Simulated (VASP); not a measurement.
Wanted: the native input for a VASP 6.6.1 run.

```yaml
Task: single point
Functional: PBE
Potentials_or_basis: VASP PAW PBE potentials, release 64 (Ba_sv, Ti_sv, O)
Cutoff: 520 eV
k_mesh: 8 × 8 × 8
Occupations: gaussian, width 0.05 eV
Spin: no spin polarisation
Dipole_correction: no
Further_INCAR_settings: ALGO = Normal; EDIFF = 1e-06; NBANDS = 28
```

The structure of BaTiO3 lies in POSCAR:

```
BaTiO3
1.0
    4.1800011360      0.0000000000      0.0000000000
    0.0000000000      4.1800011360      0.0000000000
    0.0000000000      0.0000000000      4.1800525732
Ba Ti O
1 1 3
Direct
    0.0000000000      0.0000000000      0.0000000000
    0.5000000000      0.5000000000      0.5000000000
    0.5000000000      0.5000000000      0.0000000000
    0.5000000000      0.0000000000      0.5000000000
    0.0000000000      0.5000000000      0.5000000000
```

This cell differs from its parent crystal: strain +0.040 along x and y, +0.040 along z.

One way to write it, as run:

INCAR

```
SYSTEM = BaTiO3
  ALGO = Normal
  EDIFF = 1E-6
  ENCUT = 520
  GGA = PE
  ISIF = 2
  ISMEAR = 0
  LASPH = .TRUE.
  LCHARG = .FALSE.
  LREAL = .FALSE.
  LWAVE = .FALSE.
  NBANDS = 28
  NELM = 100
  PREC = Accurate
  SIGMA = 0.05
```

KPOINTS

```
k-points
0
G
  8 8 8
  0 0 0
```

Potentials or basis: VASP PAW PBE potentials, release 64 (Ba_sv, Ti_sv, O).

The run is started by

```bash
$ cat potpaw_PBE.64/Ba_sv/POTCAR potpaw_PBE.64/Ti_sv/POTCAR potpaw_PBE.64/O/POTCAR > POTCAR
$ mpirun -np 1 vasp_std > vasp.out
```

Results of the run:

The pressure is -13.6 GPa and the band gap on the k mesh is 1.48 eV (least direct gap 1.72 eV).

Caveat: the cell differs from its parent crystal (strain +0.040 along x and y, +0.040 along z); the cell stands under tension; spin-orbit coupling is left out, which moves the levels of the heavy elements.

Run time: 49 s on 1 thread of Intel(R) Xeon(R) 6975P-C (Granite Rapids) (shared host), peak memory 0.28 GiB.
